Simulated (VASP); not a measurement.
# Cr (Cmcm) in VASP: notebook

The runs below take Cr through single point, with r2SCAN.

All numbers are computed with VASP 6.6.1; they aren't measurements. Logs are shortened: lines on timing, memory, paths and dates and some standing lists are left out, and cuts for length are marked.

## Step 1: The cell of the first run

Symmetry: Cmcm, No. 63, orthorhombic system. The conventional cell has a = 2.297 Å, b = 4.927 Å, c = 4.097 Å, α = 90.00°, β = 90.00°, γ = 90.00°. Cr (site symmetry m2m) has 12 Cr at 2.30 to 2.72 Å within 3.0 Å.

## Step 2: Single point, r2SCAN

Input file POSCAR:

```
Cr
1.0
    1.1484591785     -2.4633230932      0.0000000000
    1.1484591785      2.4633230932      0.0000000000
    0.0000000000      0.0000000000      4.0972248070
Cr
2
Direct
    0.1305047578      0.8694952422      0.7500000000
    0.8694952422      0.1305047578      0.2500000000
```

Input file INCAR.step1:

```
SYSTEM = Cr
PREC = Accurate ; ENCUT = 520
ISMEAR = 0 ; SIGMA = 0.1
LREAL = .False. ; LASPH = .True.
NELM = 100 ; NBANDS = 19
GGA = PE ; ALGO = Normal
EDIFF = 1E-4 ; LWAVE = .True.
LCHARG = .False.
```

Input file INCAR.step2:

```
SYSTEM = Cr
PREC = Accurate ; ENCUT = 520
EDIFF = 1E-6 ; ISMEAR = 0
SIGMA = 0.1 ; LREAL = .False.
LASPH = .True. ; NELM = 100
ALGO = Normal ; ISIF = 2
LWAVE = .False. ; LCHARG = .True.
METAGGA = R2SCAN ; LMIXTAU = .True.
LELF = .True. ; LVHAR = .True.
NBANDS = 19 ; ISTART = 1
```

Input file KPOINTS:

```
regular mesh
0
Gamma
  20 20 10
  0 0 0
```

Potentials or basis: VASP PAW PBE potentials, release 64 (Cr_pv).

Run with:

```console
$ cat potpaw_PBE.64/Cr_pv/POTCAR > POTCAR
$ cp INCAR.step1 INCAR
$ mpirun -np 1 vasp_std > vasp.out
$ cp INCAR.step2 INCAR
$ mpirun -np 1 vasp_std > vasp.out
```

OUTCAR:

```text
SYSTEM = Cr
   PREC = Accurate
   ENCUT = 520
   EDIFF = 1E-6
   ISMEAR = 0
   LREAL = .False.
   LASPH = .True.
   NELM = 100
   ISIF = 2
   METAGGA = R2SCAN
   ISTART = 1

 ion  position               nearest neighbor table
   1  0.131  0.869  0.750-   2 2.42   2 2.42   2 2.63   2 2.63   2 2.63   2 2.63
   2  0.869  0.131  0.250-   1 2.42   1 2.42   1 2.63   1 2.63   1 2.63   1 2.63

  LATTYP: Found a base centered orthorhombic cell.
 ALAT       =     2.2969183570
 B/A-ratio  =     2.1448939060
 C/A-ratio  =     1.7837920945

  Lattice vectors:

 A1 = (   1.1484591785,  -2.4633230932,   0.0000000000)
 A2 = (   1.1484591785,   2.4633230932,   0.0000000000)
 A3 = (   0.0000000000,   0.0000000000,   4.0972248070)

Analysis of symmetry for initial positions (statically):
=====================================================================
 Subroutine PRICEL returns:
 Original cell was already a primitive cell.

 Routine SETGRP: Setting up the symmetry group for a
 base centered orthorhombic supercell.

 Subroutine GETGRP returns: Found  8 space group operations
 (whereof  4 operations were pure point group operations)
 out of a pool of  8 trial point group operations.

The static configuration has the point symmetry C_2h.
 The point group associated with its full space group is D_2h.

Analysis of symmetry for dynamics (positions and initial velocities):
=====================================================================
 Subroutine PRICEL returns:
 Original cell was already a primitive cell.

 Routine SETGRP: Setting up the symmetry group for a
 base centered orthorhombic supercell.

 Subroutine GETGRP returns: Found  8 space group operations
 (whereof  4 operations were pure point group operations)
 out of a pool of  8 trial point group operations.

The dynamic configuration has the point symmetry C_2h.
 The point group associated with its full space group is D_2h.

 Subroutine INISYM returns: Found  8 space group operations
 (whereof  4 operations are pure point group operations),
 and found     1 'primitive' translations

----------------------------------------------------------------------------------------

                                     Primitive cell

  volume of cell :      23.1823

  direct lattice vectors                    reciprocal lattice vectors
     1.148459179 -2.463323093  0.000000000     0.435365931 -0.202977840  0.000000000
     1.148459179  2.463323093  0.000000000     0.435365931  0.202977840  0.000000000
     0.000000000  0.000000000  4.097224807     0.000000000  0.000000000  0.244067643

  length of vectors
     2.717888730  2.717888730  4.097224807     0.480357677  0.480357677  0.244067643

  position of ions in fractional coordinates (direct lattice)
     0.130504758  0.869495242  0.750000000
     0.869495242  0.130504758  0.250000000

  ion indices of the primitive-cell ions
   primitive index   ion index
                 1           1
                 2           2

----------------------------------------------------------------------------------------

 KPOINTS: regular mesh

Automatic generation of k-mesh.
 Grid dimensions read from file:
 generate k-points for:   20   20   10

 Generating k-lattice:

  Cartesian coordinates                     Fractional coordinates (reciprocal lattice)
     0.021768297 -0.010148892  0.000000000     0.050000000  0.000000000  0.000000000
     0.021768297  0.010148892  0.000000000     0.000000000  0.050000000  0.000000000
     0.000000000  0.000000000  0.024406764     0.000000000  0.000000000  0.100000000

  Length of vectors
     0.024017884  0.024017884  0.024406764

  Shift w.r.t. Gamma in fractional coordinates (k-lattice)
     0.000000000  0.000000000  0.000000000

 Subroutine IBZKPT returns following result:
 ===========================================

 Found    666 irreducible k-points:

 Following reciprocal coordinates:
            Coordinates               Weight
  0.000000  0.000000  0.000000      1.000000
  0.050000 -0.000000  0.000000      4.000000
  0.100000  0.000000  0.000000      4.000000
  0.150000  0.000000  0.000000      4.000000
  0.200000  0.000000  0.000000      4.000000
  0.250000  0.000000  0.000000      4.000000
[... 16 lines left out ...]
 -0.400000  0.050000  0.000000      4.000000
 -0.350000  0.050000  0.000000      4.000000
 [... further k-points ...]
   k-points           NKPTS =    666   k-points in BZ     NKDIM =    666   number of bands    NBANDS=     19
   number of dos      NEDOS =    301   number of ions     NIONS =      2
   total plane-waves  NPLWV =  12000
   dimension x,y,z NGX =    20 NGY =   20 NGZ =   30
   dimension x,y,z NGXF=    40 NGYF=   40 NGZF=   60
   ions per type =               2
   NGX,Y,Z   is equivalent  to a cutoff of  12.23, 12.23, 12.17 a.u.
   NGXF,Y,Z  is equivalent  to a cutoff of  24.47, 24.47, 24.35 a.u.
 SYSTEM =  Cr
   PREC   = accura    normal or accurate (medium, high low for compatibility)
   ISTART =      1    job   : 0-new  1-cont  2-samecut
   ICHARG =      0    charge: 1-file 2-atom 10-const
   ISPIN  =      1    spin polarized calculation?
   LNONCOLLINEAR =      F non collinear calculations
   LSORBIT =      F    spin-orbit coupling
   LASPH  =      T    aspherical Exc in radial PAW
   ENCUT  =  520.0 eV  38.22 Ry    6.18 a.u.   5.05  5.05  7.62*2*pi/ulx,y,z
   NELM   =    100;   NELMIN=  2; NELMDL=  0     # of ELM steps
   EDIFF  = 0.1E-05   stopping-criterion for ELM
   LREAL  =      F    real-space projection
[... 7 lines left out ...]
   TEBEG  =    0.0;   TEEND  =   0.0 temperature during run
   PSTRESS=    0.0 pullay stress
   NELECT =      24.0000    total number of electrons
   NUPDOWN=      -1.0000    fix difference up-down
   EMIN   =  10.00;   EMAX   =-10.00  energy-range for DOS
   EFERMI =   0.00;   METHOD = LEGACY
   ISMEAR =     0;   SIGMA  =   0.10  broadening in eV -4-tet -1-fermi 0-gaus
   EFERMI_NEDOS =   21; number of points for ismear=-14 and -15
   IALGO  =     38    algorithm
   IMIX   =      4    mixing-type and parameters
     AMIX     =   0.40;   BMIX     =  1.00
     AMIX_MAG =   1.60;   BMIX_MAG =  1.00
  volume/ion in A,a.u.               =      11.59        78.22
  Fermi-wavevector in a.u.,A,eV,Ry     =   1.656125  3.129622 37.317360  2.742749
  Thomas-Fermi vector in A             =   2.744103
   LORBIT       =      0    0 simple, 1 ext, 2 COOP (PROOUT), +10 PAW based schemes
   METAGGA = R2SCAN    functional components
   LHFCALC =     F    Hartree Fock is set to
   AEXX    =    0.0000 exact exchange contribution
   IVDW    =     0    specifies the selected vdW correction
   LEPSILON=     F    determine dielectric tensor
   LRPA    =     F    only Hartree local field effects (RPA)
 non-spin polarized calculation
 Gauss-broadening in eV      SIGMA  =   0.10
  energy-cutoff  :      520.00
  volume of cell :       23.18
 maximum number of plane-waves:       652
   NGX = 11   NGY = 11   NGZ = 15

 number of electron      23.9999983 magnetization

 Free energy of the ion-electron system (eV)
  ---------------------------------------------------
  ext. energy  EPLUGINS =         0.00000000
  ---------------------------------------------------
  free energy    TOTEN  =       -28.90269962 eV

  energy without entropy =      -28.88958742  energy(sigma->0) =      -28.89614352

 E-fermi :  10.8797     XC(G=0): -14.9177

 val. band max:       10.8795979183   @ k =   0.3500   0.1000   0.4000
 cond. band min:      10.8804882441   @ k =   0.3000   0.1000   0.1000
 fundamental gap:      0.0008903258
 Fermi energy:        10.8796842982

 k-point     1 :       0.0000    0.0000    0.0000
  band No.  band energies     occupation
      1     -34.2728      2.00000
      2     -33.6986      2.00000
      3     -33.4577      2.00000
      4     -33.3133      2.00000
      5     -33.2091      2.00000
      6     -33.1948      2.00000
[... 11 lines left out ...]
     18      13.4112      0.00000
     19      14.1856      0.00000

 k-point     2 :       0.0500   -0.0000    0.0000
  band No.  band energies     occupation
      1     -34.2643      2.00000
      2     -33.6996      2.00000
      3     -33.4610      2.00000
      4     -33.3137      2.00000
      5     -33.2403      2.00000
      6     -33.2245      2.00000
[... 11 lines left out ...]
     18      13.6669      0.00000
     19      14.1869      0.00000

 k-point     3 :       0.1000    0.0000    0.0000
  band No.  band energies     occupation
      1     -34.2393      2.00000
      2     -33.7028      2.00000
      3     -33.4733      2.00000
      4     -33.3277      2.00000
      5     -33.3147      2.00000
      6     -33.3100      2.00000
[... 11 lines left out ...]
     18      14.1856      0.00000
     19      14.5575      0.00000

 k-point     4 :       0.1500    0.0000    0.0000
  band No.  band energies     occupation
      1     -34.1998      2.00000
      2     -33.7093      2.00000
      3     -33.5229      2.00000
      4     -33.4419      2.00000
      5     -33.4306      2.00000
      6     -33.3170      2.00000
[... 11 lines left out ...]
     18      14.1893      0.00000
     19      14.9055      0.00000

 k-point     5 :       0.2000    0.0000    0.0000
  band No.  band energies     occupation
      1     -34.1486      2.00000
      2     -33.7369      2.00000
      3     -33.6552      2.00000
      4     -33.6057      2.00000
      5     -33.4691      2.00000
      6     -33.3210      2.00000
[... 11 lines left out ...]
     18      14.1867      0.00000
     19      14.3885      0.00000
[... 334 lines left out ...]
      2     -34.3212      2.00000
      3     -33.8747      2.00000
      4     -33.7273      2.00000
      5     -33.5458      2.00000
      6     -33.3772      2.00000
[... 11 lines left out ...]
     18      14.2331      0.00000
     19      14.9666      0.00000

 k-point    22 :      -0.4500    0.0500    0.0000
  band No.  band energies     occupation
      1     -34.3937      2.00000
      2     -34.2423      2.00000
      3     -33.8985      2.00000
      4     -33.7344      2.00000
      5     -33.5472      2.00000
      6     -33.3755      2.00000
[... 11 lines left out ...]
     18      14.1970      0.00000
     19      14.3070      0.00000

 k-point    23 :      -0.4000    0.0500    0.0000
  band No.  band energies     occupation
      1     -34.2639      2.00000
      2     -34.1185      2.00000
      3     -33.9415      2.00000
      4     -33.7390      2.00000
      5     -33.5431      2.00000
      6     -33.3685      2.00000
[... 11 lines left out ...]
     18      14.1865      0.00000
     19      14.2619      0.00000

 k-point    24 :      -0.3500    0.0500    0.0000
  band No.  band energies     occupation
      1     -34.0974      2.00000
      2     -33.9972      2.00000
      3     -33.9611      2.00000
      4     -33.7397      2.00000
      5     -33.5334      2.00000
      6     -33.3591      2.00000
[... 11 lines left out ...]
     18      14.1824      0.00000
     19      14.2578      0.00000

 [... further k-points ...]
[... 5 lines left out ...]
  --------------------------------------------------------------------------------------
  -------------------------------------------------------------------------------------
  Total        0.1560535      0.0946550      0.1092152      0.0000000      0.0000000      0.0000000
  in kB       10.7851773      6.5418009      7.5480867      0.0000000      0.0000000      0.0000000
  external PRESSURE =       8.2916883 kB  Pullay stress =       0.0000000 kB

 VOLUME and BASIS-vectors are now :
 -----------------------------------------------------------------------------
  energy-cutoff  :      520.00
  volume of cell :       23.18
      direct lattice vectors                 reciprocal lattice vectors
     1.148459179 -2.463323093  0.000000000     0.435365931 -0.202977840  0.000000000
     1.148459179  2.463323093  0.000000000     0.435365931  0.202977840  0.000000000
     0.000000000  0.000000000  4.097224807     0.000000000  0.000000000  0.244067643

 POSITION                                       TOTAL-FORCE (eV/Angst)
 -----------------------------------------------------------------------------------
      1.14846      1.82037      3.07292         0.000000      0.000515      0.000000
      1.14846     -1.82037      1.02431         0.000000     -0.000515     -0.000000
 -----------------------------------------------------------------------------------
    total drift:                                0.000000     -0.000000      0.000000

  FREE ENERGIE OF THE ION-ELECTRON SYSTEM (eV)
  ---------------------------------------------------
  free  energy   TOTEN  =       -28.9026996238 eV

  energy  without entropy=      -28.8895874239  energy(sigma->0) =      -28.89614352
```

Run time: 5.5 min. Hardware: 1 thread of Intel Xeon 6975P-C (Granite Rapids), shared host; peak memory 0.33 GiB.

What came out:

| Quantity | Value |
| --- | --- |
| Free energy | -28.9027 eV |
| Pressure | 0.8 GPa |
| Band gap on the k mesh | zero (band 12 reaches 11.21 eV, above the bottom of band 13 at 10.48 eV) |

Levels at points of the mesh, in eV from the Fermi level:
```csv
k point,band 10,band 11,band 12,band 13,band 14,band 15
"(0.00, 0.00, 0.00)",-2.13,-0.88,0.20,0.68,1.15,1.19
"(0.50, 0.00, 0.00)",-1.32,-0.44,0.03,0.27,1.98,2.07
"(0.50, 0.50, 0.00)",-2.65,-2.14,-1.61,0.75,2.26,2.75
"(0.00, 0.00, 0.50)",-2.14,-1.22,-1.22,0.72,0.72,0.75
"(0.50, 0.00, 0.50)",-2.44,0.10,0.10,1.37,1.37,2.38
"(0.50, 0.50, 0.50)",-2.96,0.08,0.08,1.74,1.74,2.50
```

Caveat: the PAW data sets were made with another functional, which shifts forces and pressure a little; the run has no spin polarisation, though such a crystal can be magnetic. Spin polarisation is off, so any magnetic state and its effect on volume and gap are missing.

## Step 3: Single point, r2SCAN, collinear spin, ferromagnetic start

This run uses another cell than the first one, of 11.50 Å³/atom, 0.992 times its volume.

Input file POSCAR:

```
Cr
1.0
    1.1470505050     -2.4670251200      0.0000000000
    1.1470505050      2.4670251200      0.0000000000
    0.0000000000      0.0000000000      4.0643107400
Cr
2
Direct
    0.1294674200      0.8705325800      0.7500000000
    0.8705325800      0.1294674200      0.2500000000
```

Input file INCAR.step1:

```
SYSTEM = Cr
ALGO = Normal
EDIFF = 1E-4
ENCUT = 520
GGA = PE
ISMEAR = 0
ISPIN = 2
LASPH = .True.
LCHARG = .False.
LMAXMIX = 4
LREAL = .False.
LWAVE = .True.
MAGMOM = 3 3
NBANDS = 23
NELM = 150
PREC = Accurate
SIGMA = 0.1
```

Input file INCAR.step2:

```
SYSTEM = Cr
ALGO = Normal
EDIFF = 1E-6
ENCUT = 520
ISIF = 2
ISMEAR = 0
ISPIN = 2
ISTART = 1
LASPH = .True.
LCHARG = .True.
LELF = .True.
LMAXMIX = 4
LMIXTAU = .True.
LORBIT = 11
LREAL = .False.
LVHAR = .True.
LWAVE = .False.
MAGMOM = 3 3
METAGGA = R2SCAN
NBANDS = 23
NELM = 150
PREC = Accurate
SIGMA = 0.1
```

Input file KPOINTS:

```
k-points
0
Gamma
  8 8 4
  0 0 0
```

Potentials or basis: VASP PAW PBE potentials, release 64 (Cr_pv).

Run with:

```console
$ cat potpaw_PBE.64/Cr_pv/POTCAR > POTCAR
$ cp INCAR.step1 INCAR
$ mpirun -np 1 vasp_std > vasp.out
$ cp INCAR.step2 INCAR
$ mpirun -np 1 vasp_std > vasp.out
```

It took 86 s on 1 thread of Intel Xeon 6975P-C (Granite Rapids), shared host; peak memory 0.17 GiB.

The run converged. Its results:

| Property | Result |
| --- | --- |
| Free energy | -28.8833 eV |
| Pressure | 3.4 GPa |
| Largest force | 0.037 eV/Å |
| Net moment | 0.05 μB per cell |
| Site moments | Cr +0.02 μB |
| Valence electrons inside the program's atomic spheres | Cr 11.33 |

Forces on the atoms (eV/Å):
```
Cr   0.000  0.037  0.000
Cr   0.000 -0.037  0.000
```

Stress tensor (GPa, compression positive):
```
 5.03  0.00  0.00
 0.00 -0.53  0.00
 0.00  0.00  5.84
```

Levels at points of the mesh, in eV from the Fermi level:
Spin up:
| k point | band 8 | band 9 | band 10 | band 11 | band 12 | band 13 | band 14 | band 15 | band 16 | band 17 |
| --- | --- | --- | --- | --- | --- | --- | --- | --- | --- | --- |
| (0.00, 0.00, 0.00) | -4.61 | -2.37 | -2.19 | -0.99 | 0.25 | 0.79 | 1.13 | 1.17 | 1.90 | 2.06 |
| (0.50, 0.00, 0.00) | -4.05 | -3.92 | -1.38 | -0.48 | 0.04 | 0.25 | 1.92 | 2.06 | 2.32 | 3.33 |
| (0.50, 0.50, 0.00) | -3.80 | -2.87 | -2.72 | -2.17 | -1.64 | 0.71 | 2.22 | 2.73 | 2.96 | 3.25 |
| (0.00, 0.00, 0.50) | -6.00 | -2.19 | -2.19 | -1.23 | -1.23 | 0.68 | 0.68 | 0.71 | 0.71 | 2.53 |
| (0.50, 0.00, 0.50) | -4.35 | -2.48 | -2.48 | 0.05 | 0.05 | 1.36 | 1.36 | 2.36 | 2.36 | 3.34 |
| (0.50, 0.50, 0.50) | -4.66 | -3.00 | -3.00 | 0.05 | 0.05 | 1.73 | 1.73 | 2.47 | 2.47 | 2.53 |
Spin down:
```csv
k point,band 8,band 9,band 10,band 11,band 12,band 13,band 14,band 15,band 16,band 17
"(0.00, 0.00, 0.00)",-4.58,-2.34,-2.16,-0.96,0.28,0.79,1.16,1.19,1.93,2.09
"(0.50, 0.00, 0.00)",-4.03,-3.90,-1.36,-0.47,0.07,0.29,1.95,2.09,2.35,3.37
"(0.50, 0.50, 0.00)",-3.79,-2.84,-2.70,-2.16,-1.62,0.74,2.25,2.76,2.99,3.29
"(0.00, 0.00, 0.50)",-6.00,-2.16,-2.16,-1.20,-1.20,0.71,0.71,0.73,0.73,2.56
"(0.50, 0.00, 0.50)",-4.33,-2.46,-2.46,0.08,0.08,1.39,1.39,2.39,2.39,3.39
"(0.50, 0.50, 0.50)",-4.64,-2.97,-2.97,0.06,0.06,1.75,1.75,2.50,2.50,2.57
```

Caveat: the k points lie up to 0.39 Å⁻¹ apart; the starting moments collapsed, and a magnetic state may lie lower; the PAW data sets were made with another functional, which shifts forces and pressure a little.
